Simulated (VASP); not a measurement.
A run of VASP 6.6.1 is set up as follows.

INCAR

```
ALGO = Normal ; EDIFF = 1E-8
ENCUT = 600 ; GGA = PE
IBRION = 6 ; ISIF = 3
ISMEAR = -1 ; LASPH = T
LCHARG = T ; LREAL = F
LWAVE = F ; NELM = 80
NFREE = 2 ; NSW = 1
POTIM = 0.015 ; PREC = Accurate
SIGMA = 0.05
```

The input KPOINTS:

```
k-points
0
Gamma
  7 7 6
```

File POSCAR:

```
HfB2
1.0
    3.1400000000      0.0000000000      0.0000000000
   -1.5700000000      2.7193197679      0.0000000000
    0.0000000000      0.0000000000      3.4800000000
Hf B
1 2
Direct
    0.0000000000      0.0000000000      0.0000000000
    0.6666666667      0.3333333333      0.5000000000
    0.3333333333      0.6666666667      0.5000000000
```

Potentials or basis: VASP PAW PBE potentials, release 64 (Hf_pv, B).

Command:

```console
$ cat potpaw_PBE.64/Hf_pv/POTCAR potpaw_PBE.64/B/POTCAR > POTCAR
$ mpirun -np 1 vasp_std > vasp.out
```

Problem. Predict the Voigt bulk modulus.

Solution. 257 GPa.

Problem. Predict the highest phonon frequency at Γ.

Solution. 789 cm⁻¹.

Clamped-ion elastic tensor (GPa):
```
609  62 129   0   0   0
 62 609 129   0   0   0
129 129 451   0   0   0
  0   0   0 266   0   0
  0   0   0   0 266   0
  0   0   0   0   0 273
```
